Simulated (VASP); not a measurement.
# GaN (I-4m2) in VASP: notebook

Runs on GaN. Level: PBE. Tasks: single point.

Program: VASP 6.6.1. These are calculated values, not measurements. Logs are shortened: lines on timing, memory, paths and dates and some standing lists are left out, and cuts for length are marked.

## 1. The cell of the first run

Symmetry: I-4m2, No. 119, tetragonal system. The conventional cell has a = 3.265 Å, b = 3.265 Å, c = 4.412 Å, α = 90.00°, β = 90.00°, γ = 90.00°. Ga (site symmetry -4m2) has 4 N at 1.97 Å within 2.6 Å. N (site symmetry -4m2) has 4 Ga at 1.97 Å within 2.6 Å.

## 2. Single point, PBE (strain +0.015 along x and y, -0.030 along z)

INCAR

```
SYSTEM = GaN
ALGO     = Normal         ! electronic algorithm
EDIFF    = 1E-6           ! SCF threshold, eV
ENCUT    = 520            ! plane-wave cutoff, eV
GGA      = PE             ! functional
ISIF     = 2              ! what is computed and relaxed
ISMEAR   = 0              ! smearing method
LASPH    = .True.         ! aspherical terms in the spheres
LCHARG   = .False.        ! write CHGCAR
LREAL    = .False.        ! projectors in reciprocal space
LWAVE    = .False.        ! write WAVECAR
NBANDS   = 16             ! bands
NELM     = 100            ! most SCF steps
PREC     = Accurate       ! precision mode
SIGMA    = 0.05           ! smearing width, eV
```

KPOINTS

```
k-points
0
Gamma
  10 10 10
  0 0 0
```

POSCAR

```
GaN
1.0
    0.0000000000      2.3083520702      2.2060113380
    2.3083520702      0.0000000000      2.2060113380
    2.3083520702      2.3083520702      0.0000000000
Ga N
1 1
Direct
    0.0000000000      0.0000000000      0.0000000000
    0.7500000000      0.7500000000      0.7500000000
```

Potentials or basis: VASP PAW PBE potentials, release 64 (Ga_d, N).

Started as:

```sh
cat potpaw_PBE.64/Ga_d/POTCAR potpaw_PBE.64/N/POTCAR > POTCAR
mpirun -np 1 vasp_std > vasp.out
```

OUTCAR:

```text
SYSTEM = GaN
   EDIFF = 1E-6
   ENCUT = 520
   GGA = PE
   ISIF = 2
   ISMEAR = 0
   LASPH = .True.
   LREAL = .False.
   NELM = 100
   PREC = Accurate

 ion  position               nearest neighbor table
   1  0.000  0.000  0.000-   2 1.97   2 1.97   2 1.97   2 1.97
   2  0.750  0.750  0.750-   1 1.97   1 1.97   1 1.97   1 1.97

  LATTYP: Found a body centered tetragonal cell.
 ALAT       =     3.2645028044
 C/A-ratio  =     1.3515144389

  Lattice vectors:

 A1 = (   0.0000000000,  -2.3083520702,  -2.2060113380)
 A2 = (   0.0000000000,   2.3083520702,  -2.2060113380)
 A3 = (   2.3083520702,   0.0000000000,   2.2060113380)

Analysis of symmetry for initial positions (statically):
=====================================================================
 Subroutine PRICEL returns:
 Original cell was already a primitive cell.

 Routine SETGRP: Setting up the symmetry group for a
 body centered tetragonal supercell.

 Subroutine GETGRP returns: Found  8 space group operations
 (whereof  8 operations were pure point group operations)
 out of a pool of 16 trial point group operations.

The static configuration has the point symmetry D_2d.

Analysis of symmetry for dynamics (positions and initial velocities):
=====================================================================
 Subroutine PRICEL returns:
 Original cell was already a primitive cell.

 Routine SETGRP: Setting up the symmetry group for a
 body centered tetragonal supercell.

 Subroutine GETGRP returns: Found  8 space group operations
 (whereof  8 operations were pure point group operations)
 out of a pool of 16 trial point group operations.

The dynamic configuration has the point symmetry D_2d.

 Subroutine INISYM returns: Found  8 space group operations
 (whereof  8 operations are pure point group operations),
 and found     1 'primitive' translations

----------------------------------------------------------------------------------------

                                     Primitive cell

  volume of cell :      23.5094

  direct lattice vectors                    reciprocal lattice vectors
     0.000000000  2.308352070  2.206011338    -0.216604740  0.216604740  0.226653414
     2.308352070  0.000000000  2.206011338     0.216604740 -0.216604740  0.226653414
     2.308352070  2.308352070  0.000000000     0.216604740  0.216604740 -0.226653414

  length of vectors
     3.192957141  3.192957141  3.264502804     0.381060358  0.381060358  0.381060358

  position of ions in fractional coordinates (direct lattice)
     0.000000000  0.000000000  0.000000000
     0.750000000  0.750000000  0.750000000

  ion indices of the primitive-cell ions
   primitive index   ion index
                 1           1
                 2           2

----------------------------------------------------------------------------------------

 KPOINTS: k-points

Automatic generation of k-mesh.
 Grid dimensions read from file:
 generate k-points for:   10   10   10

 Generating k-lattice:

  Cartesian coordinates                     Fractional coordinates (reciprocal lattice)
    -0.021660474  0.021660474  0.022665341     0.100000000 -0.000000000  0.000000000
     0.021660474 -0.021660474  0.022665341    -0.000000000  0.100000000  0.000000000
     0.021660474  0.021660474 -0.022665341     0.000000000  0.000000000  0.100000000

  Length of vectors
     0.038106036  0.038106036  0.038106036

  Shift w.r.t. Gamma in fractional coordinates (k-lattice)
     0.000000000  0.000000000  0.000000000

 Subroutine IBZKPT returns following result:
 ===========================================

 Found    102 irreducible k-points:

 Following reciprocal coordinates:
            Coordinates               Weight
  0.000000  0.000000  0.000000      1.000000
  0.100000 -0.000000  0.000000      8.000000
  0.200000 -0.000000  0.000000      8.000000
  0.300000  0.000000  0.000000      8.000000
  0.400000  0.000000  0.000000      8.000000
  0.500000 -0.000000  0.000000      4.000000
[... 16 lines left out ...]
  0.300000  0.300000  0.000000      2.000000
  0.400000  0.300000  0.000000      8.000000
 [... further k-points ...]
   k-points           NKPTS =    102   k-points in BZ     NKDIM =    102   number of bands    NBANDS=     16
   number of dos      NEDOS =    301   number of ions     NIONS =      2
   total plane-waves  NPLWV =  13824
   dimension x,y,z NGX =    24 NGY =   24 NGZ =   24
   dimension x,y,z NGXF=    48 NGYF=   48 NGZF=   48
   ions per type =               1   1
   NGX,Y,Z   is equivalent  to a cutoff of  12.50, 12.50, 12.22 a.u.
   NGXF,Y,Z  is equivalent  to a cutoff of  24.99, 24.99, 24.44 a.u.
 SYSTEM =  GaN
   PREC   = accura    normal or accurate (medium, high low for compatibility)
   ISTART =      0    job   : 0-new  1-cont  2-samecut
   ICHARG =      2    charge: 1-file 2-atom 10-const
   ISPIN  =      1    spin polarized calculation?
   LNONCOLLINEAR =      F non collinear calculations
   LSORBIT =      F    spin-orbit coupling
   LASPH  =      T    aspherical Exc in radial PAW
   ENCUT  =  520.0 eV  38.22 Ry    6.18 a.u.   5.94  5.94  6.07*2*pi/ulx,y,z
   NELM   =    100;   NELMIN=  2; NELMDL= -5     # of ELM steps
   EDIFF  = 0.1E-05   stopping-criterion for ELM
   LREAL  =      F    real-space projection
   EDIFFG = 0.1E-04   stopping-criterion for IOM
   NSW    =      0    number of steps for IOM
   IBRION =     -1    ionic relax: 0-MD 1-quasi-New 2-CG
   NFREE  =      0    steps in history (QN), initial steepest desc. (CG)
   ISIF   =      2    stress and relaxation
   ISYM   =      2    0-nonsym 1-usesym 2-fastsym
   POTIM  = 0.5000    time-step for ionic-motion
   TEBEG  =    0.0;   TEEND  =   0.0 temperature during run
   PSTRESS=    0.0 pullay stress
   NELECT =      18.0000    total number of electrons
   NUPDOWN=      -1.0000    fix difference up-down
   EMIN   =  10.00;   EMAX   =-10.00  energy-range for DOS
   EFERMI =   0.00;   METHOD = LEGACY
   ISMEAR =     0;   SIGMA  =   0.05  broadening in eV -4-tet -1-fermi 0-gaus
   EFERMI_NEDOS =   21; number of points for ismear=-14 and -15
   IALGO  =     38    algorithm
   IMIX   =      4    mixing-type and parameters
     AMIX     =   0.40;   BMIX     =  1.00
     AMIX_MAG =   1.60;   BMIX_MAG =  1.00
  volume/ion in A,a.u.               =      11.75        79.32
  Fermi-wavevector in a.u.,A,eV,Ry     =   1.497678  2.830201 30.518395  2.243039
  Thomas-Fermi vector in A             =   2.609535
   LORBIT       =      0    0 simple, 1 ext, 2 COOP (PROOUT), +10 PAW based schemes
   GGA     = PE    functional components
   LHFCALC =     F    Hartree Fock is set to
   AEXX    =    0.0000 exact exchange contribution
   IVDW    =     0    specifies the selected vdW correction
   LEPSILON=     F    determine dielectric tensor
   LRPA    =     F    only Hartree local field effects (RPA)
 non-spin polarized calculation
 Gauss-broadening in eV      SIGMA  =   0.05
  energy-cutoff  :      520.00
  volume of cell :       23.51
 maximum number of plane-waves:       644
   NGX = 11   NGY = 11   NGZ = 13

 number of electron      17.9999991 magnetization

 Free energy of the ion-electron system (eV)
  ---------------------------------------------------
  ext. energy  EPLUGINS =         0.00000000
  ---------------------------------------------------
  free energy    TOTEN  =       -12.14205115 eV

  energy without entropy =      -12.14205115  energy(sigma->0) =      -12.14205115

 E-fermi :   5.3429     XC(G=0): -11.5267

 val. band max:        5.1210349497   @ k =   0.0000   0.0000   0.0000
 cond. band min:       6.5392937865   @ k =   0.0000   0.0000   0.0000
 fundamental gap:      1.4182588368
 Fermi energy:         5.3428627480

 k-point     1 :       0.0000    0.0000    0.0000
  band No.  band energies     occupation
      1     -10.7103      2.00000
      2      -8.4464      2.00000
      3      -8.4464      2.00000
      4      -8.4019      2.00000
      5      -8.1405      2.00000
      6      -8.1401      2.00000
[... 8 lines left out ...]
     15      23.1792      0.00000
     16      23.1792      0.00000

 k-point     2 :       0.1000   -0.0000    0.0000
  band No.  band energies     occupation
      1     -10.6064      2.00000
      2      -8.4338      2.00000
      3      -8.4184      2.00000
      4      -8.3771      2.00000
      5      -8.1419      2.00000
      6      -8.1405      2.00000
[... 8 lines left out ...]
     15      21.9914      0.00000
     16      23.0421      0.00000

 k-point     3 :       0.2000   -0.0000    0.0000
  band No.  band energies     occupation
      1     -10.3487      2.00000
      2      -8.4051      2.00000
      3      -8.3771      2.00000
      4      -8.2248      2.00000
      5      -8.1396      2.00000
      6      -8.1360      2.00000
[... 8 lines left out ...]
     15      21.3366      0.00000
     16      22.2479      0.00000

 k-point     4 :       0.3000    0.0000    0.0000
  band No.  band energies     occupation
      1     -10.0844      2.00000
      2      -8.3801      2.00000
      3      -8.3497      2.00000
      4      -8.1383      2.00000
      5      -8.1186      2.00000
      6      -7.8193      2.00000
[... 8 lines left out ...]
     15      21.9957      0.00000
     16      22.2995      0.00000

 k-point     5 :       0.4000    0.0000    0.0000
  band No.  band energies     occupation
      1      -9.9332      2.00000
      2      -8.3696      2.00000
      3      -8.3381      2.00000
      4      -8.1200      2.00000
      5      -8.0940      2.00000
      6      -7.2286      2.00000
[... 8 lines left out ...]
     15      23.4361      0.00000
     16      23.4406      0.00000

 k-point     6 :       0.5000   -0.0000    0.0000
  band No.  band energies     occupation
      1      -9.8907      2.00000
      2      -8.3677      2.00000
      3      -8.3361      2.00000
      4      -8.1108      2.00000
      5      -8.0823      2.00000
      6      -6.8899      2.00000
[... 8 lines left out ...]
     15      24.3577      0.00000
     16      24.3898      0.00000
[... 267 lines left out ...]
 k-point    21 :      -0.3000    0.2000    0.0000
  band No.  band energies     occupation
      1      -9.8739      2.00000
      2      -8.3309      2.00000
      3      -8.3139      2.00000
      4      -8.1499      2.00000
      5      -8.1360      2.00000
      6      -7.1323      2.00000
[... 8 lines left out ...]
     15      21.5748      0.00000
     16      25.6829      0.00000

 k-point    22 :      -0.2000    0.2000    0.0000
  band No.  band energies     occupation
      1     -10.0105      2.00000
      2      -8.3487      2.00000
      3      -8.3339      2.00000
      4      -8.1529      2.00000
      5      -8.1491      2.00000
      6      -7.6861      2.00000
[... 8 lines left out ...]
     15      21.7561      0.00000
     16      25.5932      0.00000

 k-point    23 :       0.3000    0.3000    0.0000
  band No.  band energies     occupation
      1      -9.9128      2.00000
      2      -8.3045      2.00000
      3      -8.2681      2.00000
      4      -8.2681      2.00000
      5      -8.0849      2.00000
      6      -7.5367      2.00000
[... 8 lines left out ...]
     15      26.1698      0.00000
     16      26.7519      0.00000

 k-point    24 :       0.4000    0.3000    0.0000
  band No.  band energies     occupation
      1      -9.8211      2.00000
      2      -8.3230      2.00000
      3      -8.2351      2.00000
      4      -8.2334      2.00000
      5      -8.0731      2.00000
      6      -7.0741      2.00000
[... 8 lines left out ...]
     15      26.6894      0.00000
     16      26.7458      0.00000

 [... further k-points ...]

------------------------ aborting loop because EDIFF is reached ----------------------------------------

  FORCE on cell =-STRESS in cart. coord.  units (eV):
  Direction    XX          YY          ZZ          XY          YZ          ZX
  --------------------------------------------------------------------------------------
  -------------------------------------------------------------------------------------
  Total       -0.2307867     -0.2307867      0.5038391      0.0000000      0.0000000      0.0000000
  in kB      -15.7282177    -15.7282177     34.3368665      0.0000000      0.0000000      0.0000000
  external PRESSURE =       0.9601437 kB  Pullay stress =       0.0000000 kB

 VOLUME and BASIS-vectors are now :
 -----------------------------------------------------------------------------
  energy-cutoff  :      520.00
  volume of cell :       23.51
      direct lattice vectors                 reciprocal lattice vectors
     0.000000000  2.308352070  2.206011338    -0.216604740  0.216604740  0.226653414
     2.308352070  0.000000000  2.206011338     0.216604740 -0.216604740  0.226653414
     2.308352070  2.308352070  0.000000000     0.216604740  0.216604740 -0.226653414

 POSITION                                       TOTAL-FORCE (eV/Angst)
 -----------------------------------------------------------------------------------
      0.00000      0.00000      0.00000         0.000000      0.000000      0.000000
      3.46253      3.46253      3.30902        -0.000000     -0.000000      0.000000
 -----------------------------------------------------------------------------------
    total drift:                               -0.000002     -0.000002     -0.000001

  FREE ENERGIE OF THE ION-ELECTRON SYSTEM (eV)
  ---------------------------------------------------
  free  energy   TOTEN  =       -12.1420511497 eV

  energy  without entropy=      -12.1420511497  energy(sigma->0) =      -12.14205115
```

It took 40 s on 1 thread of Intel Xeon 8259CL, shared host; peak memory 0.16 GiB.

What came out:

```
Free energy            : -12.1421 eV
Pressure               : 0.1 GPa
Band gap on the k mesh : 1.42 eV, direct
```

Caveat: the cell differs from its parent crystal (strain +0.015 along x and y, -0.030 along z).

## 3. Single point, PBE (strain +0.030 along x and y, -0.030 along z)

INCAR

```
PREC = Accurate
ENCUT = 520
EDIFF = 1E-6
ISMEAR = 0
SIGMA = 0.05
LREAL = F
LASPH = T
NELM = 100
ALGO = Normal
ISIF = 2
LWAVE = F
LCHARG = F
GGA = PE
NBANDS = 16
```

KPOINTS

```
Automatic mesh
0
Gamma
  10 10 10
```

POSCAR

```
GaN
1.0
    0.0000000000      2.3424656476      2.2060113380
    2.3424656476      0.0000000000      2.2060113380
    2.3424656476      2.3424656476      0.0000000000
Ga N
1 1
Direct
    0.0000000000      0.0000000000      0.0000000000
    0.7500000000      0.7500000000      0.7500000000
```

Potentials or basis: VASP PAW PBE potentials, release 64 (Ga_d, N).

Started as:

```sh
cat potpaw_PBE.64/Ga_d/POTCAR potpaw_PBE.64/N/POTCAR > POTCAR
mpirun -np 1 vasp_std > vasp.out
```

Wall time 54 s (1 thread of Intel Xeon 8259CL, shared host); peak memory 0.17 GiB.

The run converged. Its results:

- Free energy: -12.1236 eV
- Pressure: -4.7 GPa
- Band gap on the k mesh: 1.19 eV, direct

Stress tensor (GPa, compression positive):
```
-6.86  0.00  0.00
 0.00 -6.86  0.00
 0.00  0.00 -0.32
```

Levels at points of the mesh, in eV from the valence-band top:
| k point | band 7 | band 8 | band 9 | band 10 | band 11 | band 12 |
| --- | --- | --- | --- | --- | --- | --- |
| (0.00, 0.00, 0.00) | -0.24 | -0.24 | 0.00 | 1.19 | 9.70 | 9.87 |
| (0.50, 0.00, 0.00) | -6.83 | -1.26 | -0.86 | 4.02 | 8.29 | 9.51 |
| (0.50, 0.50, 0.00) | -5.64 | -2.95 | -2.95 | 2.97 | 5.55 | 11.67 |
| (0.50, 0.00, 0.50) | -6.26 | -2.52 | -2.50 | 3.30 | 6.46 | 10.90 |

Caveat: the cell differs from its parent crystal (strain +0.030 along x and y, -0.030 along z).

(Part 1 of 2 ends here.)
